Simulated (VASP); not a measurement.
# TiO2 (P4_2/mnm) in VASP: a series of runs

Aim: see how the results for TiO2 move with the level of theory and the settings. Levels: PBEsol, RPBE+D4, PBE+D3(BJ). Tasks: single point.

Program: VASP 6.6.1. These are calculated values, not measurements. Logs are shortened: lines on timing, memory, paths and dates and some standing lists are left out, and cuts for length are marked.

### Step 1. The cell of the first run

Symmetry: P4_2/mnm, No. 136, tetragonal system. Conventional cell: a = 4.666 Å, b = 4.666 Å, c = 2.959 Å, α = 90.00°, β = 90.00°, γ = 90.00°. Ti (site symmetry mmm) has 6 O at 1.96 to 2.02 Å within 2.6 Å. Within 2.6 Å of O (site symmetry m2m) lie 3 Ti at 1.96 to 2.02 Å and 1 O at 2.56 Å.

### Step 2. Single point, PBEsol (volume scaled by 1.04)

INCAR

```
SYSTEM = TiO2
ALGO = Normal
EDIFF = 1E-6
ENCUT = 600
GGA = PS
GGA_COMPAT = .False.
ISIF = 2
ISMEAR = 0
LASPH = .True.
LCHARG = .True.
LELF = .True.
LREAL = .False.
LVHAR = .True.
LWAVE = .False.
NBANDS = 33
NELM = 120
PREC = Accurate
SIGMA = 0.05
```

KPOINTS

```
k-points
0
Gamma
  6 6 8
  0 0 0
```

POSCAR

```
TiO2
1.0
    4.6663531940      0.0000000000      0.0000000000
    0.0000000000      4.6663531940      0.0000000000
    0.0000000000      0.0000000000      2.9589370577
Ti O
2 4
Direct
    0.0000000000      0.0000000000      0.0000000000
    0.5000000000      0.5000000000      0.5000000000
    0.3062167286      0.3062167286      0.0000000000
    0.8062167286      0.1937832714      0.5000000000
    0.1937832714      0.8062167286      0.5000000000
    0.6937832714      0.6937832714      0.0000000000
```

Potentials or basis: VASP PAW PBE potentials, release 64 (Ti_sv, O).

Command:

```bash
cat potpaw_PBE.64/Ti_sv/POTCAR potpaw_PBE.64/O/POTCAR > POTCAR
mpirun -np 1 vasp_std > vasp.out
```

OUTCAR:

```text
SYSTEM = TiO2
   EDIFF = 1E-6
   ENCUT = 600
   GGA = PS
   ISIF = 2
   ISMEAR = 0
   LASPH = .True.
   LREAL = .False.
   NELM = 120
   PREC = Accurate

 ion  position               nearest neighbor table
   1  0.000  0.000  0.000-   4 1.96   5 1.96   4 1.96   5 1.96   3 2.02   6 2.02
   2  0.500  0.500  0.500-   3 1.96   6 1.96   3 1.96   6 1.96   5 2.02   4 2.02
   3  0.306  0.306  0.000-   2 1.96   2 1.96   1 2.02
   4  0.806  0.194  0.500-   1 1.96   1 1.96   2 2.02
   5  0.194  0.806  0.500-   1 1.96   1 1.96   2 2.02
   6  0.694  0.694  0.000-   2 1.96   2 1.96   1 2.02

  LATTYP: Found a simple tetragonal cell.
 ALAT       =     4.6663531940
 C/A-ratio  =     0.6341005352

  Lattice vectors:

 A1 = (   4.6663531940,   0.0000000000,   0.0000000000)
 A2 = (   0.0000000000,   4.6663531940,   0.0000000000)
 A3 = (   0.0000000000,   0.0000000000,   2.9589370577)

Analysis of symmetry for initial positions (statically):
=====================================================================
 Subroutine PRICEL returns:
 Original cell was already a primitive cell.

 Routine SETGRP: Setting up the symmetry group for a
 simple tetragonal supercell.

 Subroutine GETGRP returns: Found 16 space group operations
 (whereof  8 operations were pure point group operations)
 out of a pool of 16 trial point group operations.

The static configuration has the point symmetry D_2h.
 The point group associated with its full space group is D_4h.

Analysis of symmetry for dynamics (positions and initial velocities):
=====================================================================
 Subroutine PRICEL returns:
 Original cell was already a primitive cell.

 Routine SETGRP: Setting up the symmetry group for a
 simple tetragonal supercell.

 Subroutine GETGRP returns: Found 16 space group operations
 (whereof  8 operations were pure point group operations)
 out of a pool of 16 trial point group operations.

The dynamic configuration has the point symmetry D_2h.
 The point group associated with its full space group is D_4h.

 Subroutine INISYM returns: Found 16 space group operations
 (whereof  8 operations are pure point group operations),
 and found     1 'primitive' translations

----------------------------------------------------------------------------------------

                                     Primitive cell

  volume of cell :      64.4304

  direct lattice vectors                    reciprocal lattice vectors
     4.666353194  0.000000000  0.000000000     0.214300109  0.000000000  0.000000000
     0.000000000  4.666353194  0.000000000     0.000000000  0.214300109  0.000000000
     0.000000000  0.000000000  2.958937058     0.000000000  0.000000000  0.337959200

  length of vectors
     4.666353194  4.666353194  2.958937058     0.214300109  0.214300109  0.337959200

  position of ions in fractional coordinates (direct lattice)
     0.000000000  0.000000000  0.000000000
     0.500000000  0.500000000  0.500000000
     0.306216729  0.306216729  0.000000000
     0.806216729  0.193783271  0.500000000
     0.193783271  0.806216729  0.500000000
     0.693783271  0.693783271  0.000000000

  ion indices of the primitive-cell ions
   primitive index   ion index
                 1           1
                 2           2
                 3           3
                 4           4
                 5           5
                 6           6

----------------------------------------------------------------------------------------

 KPOINTS: k-points

Automatic generation of k-mesh.
 Grid dimensions read from file:
 generate k-points for:    6    6    8

 Generating k-lattice:

  Cartesian coordinates                     Fractional coordinates (reciprocal lattice)
     0.035716685  0.000000000  0.000000000     0.166666667  0.000000000  0.000000000
     0.000000000  0.035716685  0.000000000     0.000000000  0.166666667  0.000000000
     0.000000000  0.000000000  0.042244900     0.000000000  0.000000000  0.125000000

  Length of vectors
     0.035716685  0.035716685  0.042244900

  Shift w.r.t. Gamma in fractional coordinates (k-lattice)
     0.000000000  0.000000000  0.000000000

 Subroutine IBZKPT returns following result:
 ===========================================

 Found     50 irreducible k-points:

 Following reciprocal coordinates:
            Coordinates               Weight
  0.000000  0.000000  0.000000      1.000000
  0.166667  0.000000  0.000000      4.000000
  0.333333  0.000000  0.000000      4.000000
  0.500000  0.000000  0.000000      2.000000
  0.166667  0.166667  0.000000      4.000000
  0.333333  0.166667  0.000000      8.000000
[... 16 lines left out ...]
  0.333333  0.000000  0.250000      8.000000
  0.500000  0.000000  0.250000      4.000000
 [... further k-points ...]
   k-points           NKPTS =     50   k-points in BZ     NKDIM =     50   number of bands    NBANDS=     33
   number of dos      NEDOS =    301   number of ions     NIONS =      6
   total plane-waves  NPLWV =  38400
   dimension x,y,z NGX =    40 NGY =   40 NGZ =   24
   dimension x,y,z NGXF=    80 NGYF=   80 NGZF=   48
   ions per type =               2   4
   NGX,Y,Z   is equivalent  to a cutoff of  14.25, 14.25, 13.48 a.u.
   NGXF,Y,Z  is equivalent  to a cutoff of  28.50, 28.50, 26.97 a.u.
 SYSTEM =  TiO2
   PREC   = accura    normal or accurate (medium, high low for compatibility)
   ISTART =      0    job   : 0-new  1-cont  2-samecut
   ICHARG =      2    charge: 1-file 2-atom 10-const
   ISPIN  =      1    spin polarized calculation?
   LNONCOLLINEAR =      F non collinear calculations
   LSORBIT =      F    spin-orbit coupling
   LASPH  =      T    aspherical Exc in radial PAW
   ENCUT  =  600.0 eV  44.10 Ry    6.64 a.u.   9.32  9.32  5.91*2*pi/ulx,y,z
   NELM   =    120;   NELMIN=  2; NELMDL= -5     # of ELM steps
   EDIFF  = 0.1E-05   stopping-criterion for ELM
   LREAL  =      F    real-space projection
   EDIFFG = 0.1E-04   stopping-criterion for IOM
   NSW    =      0    number of steps for IOM
   IBRION =     -1    ionic relax: 0-MD 1-quasi-New 2-CG
   NFREE  =      0    steps in history (QN), initial steepest desc. (CG)
   ISIF   =      2    stress and relaxation
   ISYM   =      2    0-nonsym 1-usesym 2-fastsym
   POTIM  = 0.5000    time-step for ionic-motion
   TEBEG  =    0.0;   TEEND  =   0.0 temperature during run
   PSTRESS=    0.0 pullay stress
   NELECT =      48.0000    total number of electrons
   NUPDOWN=      -1.0000    fix difference up-down
   EMIN   =  10.00;   EMAX   =-10.00  energy-range for DOS
   EFERMI =   0.00;   METHOD = LEGACY
   ISMEAR =     0;   SIGMA  =   0.05  broadening in eV -4-tet -1-fermi 0-gaus
   EFERMI_NEDOS =   21; number of points for ismear=-14 and -15
   IALGO  =     38    algorithm
   IMIX   =      4    mixing-type and parameters
     AMIX     =   0.40;   BMIX     =  1.00
     AMIX_MAG =   1.60;   BMIX_MAG =  1.00
  volume/ion in A,a.u.               =      10.74        72.47
  Fermi-wavevector in a.u.,A,eV,Ry     =   1.484083  2.804511 29.966874  2.202503
  Thomas-Fermi vector in A             =   2.597664
   LORBIT       =      0    0 simple, 1 ext, 2 COOP (PROOUT), +10 PAW based schemes
   GGA     = PS    functional components
   LHFCALC =     F    Hartree Fock is set to
   AEXX    =    0.0000 exact exchange contribution
   IVDW    =     0    specifies the selected vdW correction
   LEPSILON=     F    determine dielectric tensor
   LRPA    =     F    only Hartree local field effects (RPA)
 non-spin polarized calculation
 Gauss-broadening in eV      SIGMA  =   0.05
  energy-cutoff  :      600.00
  volume of cell :       64.43
 maximum number of plane-waves:      2180
 NGX is ok and might be reduce to    40
   NGX = 19   NGY = 19   NGZ = 11

 number of electron      47.9999975 magnetization

 Free energy of the ion-electron system (eV)
  ---------------------------------------------------
  ext. energy  EPLUGINS =         0.00000000
  ---------------------------------------------------
  free energy    TOTEN  =       -56.05435203 eV

  energy without entropy =      -56.05435203  energy(sigma->0) =      -56.05435203

 E-fermi :   4.7153     XC(G=0): -11.5238

 val. band max:        4.3255506352   @ k =   0.0000   0.0000   0.0000
 cond. band min:       6.1674547797   @ k =   0.0000   0.0000   0.0000
 fundamental gap:      1.8419041445
 Fermi energy:         4.7152858497

 k-point     1 :       0.0000    0.0000    0.0000
  band No.  band energies     occupation
      1     -52.3406      2.00000
      2     -52.3262      2.00000
      3     -28.7363      2.00000
      4     -28.7363      2.00000
      5     -28.5863      2.00000
      6     -28.5863      2.00000
[... 25 lines left out ...]
     32      10.8850      0.00000
     33      10.9075      0.00000

 k-point     2 :       0.1667    0.0000    0.0000
  band No.  band energies     occupation
      1     -52.3397      2.00000
      2     -52.3271      2.00000
      3     -28.7289      2.00000
      4     -28.7282      2.00000
      5     -28.5953      2.00000
      6     -28.5946      2.00000
[... 25 lines left out ...]
     32      10.8051      0.00000
     33      10.8382      0.00000

 k-point     3 :       0.3333    0.0000    0.0000
  band No.  band energies     occupation
      1     -52.3370      2.00000
      2     -52.3298      2.00000
      3     -28.7097      2.00000
      4     -28.7081      2.00000
      5     -28.6170      2.00000
      6     -28.6154      2.00000
[... 25 lines left out ...]
     32      10.6412      0.00000
     33      10.6723      0.00000

 k-point     4 :       0.5000    0.0000    0.0000
  band No.  band energies     occupation
      1     -52.3334      2.00000
      2     -52.3334      2.00000
      3     -28.6945      2.00000
      4     -28.6945      2.00000
      5     -28.6315      2.00000
      6     -28.6315      2.00000
[... 25 lines left out ...]
     32      10.1818      0.00000
     33      10.5737      0.00000

 k-point     5 :       0.1667    0.1667    0.0000
  band No.  band energies     occupation
      1     -52.3388      2.00000
      2     -52.3279      2.00000
      3     -28.7389      2.00000
      4     -28.7070      2.00000
      5     -28.6176      2.00000
      6     -28.5847      2.00000
[... 604 lines left out ...]
 k-point    22 :       0.1667    0.0000    0.2500
  band No.  band energies     occupation
      1     -52.3175      2.00000
      2     -52.3086      2.00000
      3     -28.7683      2.00000
      4     -28.7518      2.00000
      5     -28.6706      2.00000
      6     -28.6685      2.00000
[... 25 lines left out ...]
     32       9.9558      0.00000
     33      10.3245      0.00000

 k-point    23 :       0.3333    0.0000    0.2500
  band No.  band energies     occupation
      1     -52.3156      2.00000
      2     -52.3104      2.00000
      3     -28.7710      2.00000
      4     -28.7606      2.00000
      5     -28.6545      2.00000
      6     -28.6499      2.00000
[... 25 lines left out ...]
     32       9.5194      0.00000
     33      10.4391      0.00000

 k-point    24 :       0.5000    0.0000    0.2500
  band No.  band energies     occupation
      1     -52.3130      2.00000
      2     -52.3130      2.00000
      3     -28.7684      2.00000
      4     -28.7684      2.00000
      5     -28.6405      2.00000
      6     -28.6405      2.00000
[... 25 lines left out ...]
     32       9.3477      0.00000
     33      10.8022      0.00000

 [... further k-points ...]
[... 5 lines left out ...]
  --------------------------------------------------------------------------------------
  -------------------------------------------------------------------------------------
  Total       -3.0184217     -3.0184217     -2.9471238     -0.0000000      0.0000000      0.0000000
  in kB      -75.0584441    -75.0584441    -73.2854939     -0.0000000      0.0000000      0.0000000
  external PRESSURE =     -74.4674607 kB  Pullay stress =       0.0000000 kB

 VOLUME and BASIS-vectors are now :
 -----------------------------------------------------------------------------
  energy-cutoff  :      600.00
  volume of cell :       64.43
      direct lattice vectors                 reciprocal lattice vectors
     4.666353194  0.000000000  0.000000000     0.214300109  0.000000000  0.000000000
     0.000000000  4.666353194  0.000000000     0.000000000  0.214300109  0.000000000
     0.000000000  0.000000000  2.958937058     0.000000000  0.000000000  0.337959200

 POSITION                                       TOTAL-FORCE (eV/Angst)
 -----------------------------------------------------------------------------------
      0.00000      0.00000      0.00000         0.000000      0.000000      0.000000
      2.33318      2.33318      1.47947         0.000000      0.000000      0.000000
      1.42892      1.42892      0.00000        -0.026029     -0.026029      0.000000
      3.76209      0.90426      1.47947        -0.026029      0.026029     -0.000000
      0.90426      3.76209      1.47947         0.026029     -0.026029      0.000000
      3.23744      3.23744      0.00000         0.026029      0.026029     -0.000000
 -----------------------------------------------------------------------------------
    total drift:                               -0.000000     -0.000000     -0.000000

  FREE ENERGIE OF THE ION-ELECTRON SYSTEM (eV)
  ---------------------------------------------------
  free  energy   TOTEN  =       -56.0543520282 eV

  energy  without entropy=      -56.0543520282  energy(sigma->0) =      -56.05435203
```

Wall time 1.7 min (1 thread of Intel Xeon 6975P-C, shared host); peak memory 0.25 GiB.

Results:

* Free energy: -56.0544 eV
* Pressure: -7.4 GPa
* Largest force: 0.037 eV/Å
* Band gap on the k mesh: 1.84 eV, direct

Forces on the atoms (eV/Å):
```
Ti   0.000  0.000  0.000
Ti   0.000  0.000  0.000
O   -0.026 -0.026  0.000
O   -0.026  0.026  0.000
O    0.026 -0.026  0.000
O    0.026  0.026  0.000
```

Caveat: the PAW data sets were made with another functional, which shifts forces and pressure a little.

(Part 1 of 2 ends here.)
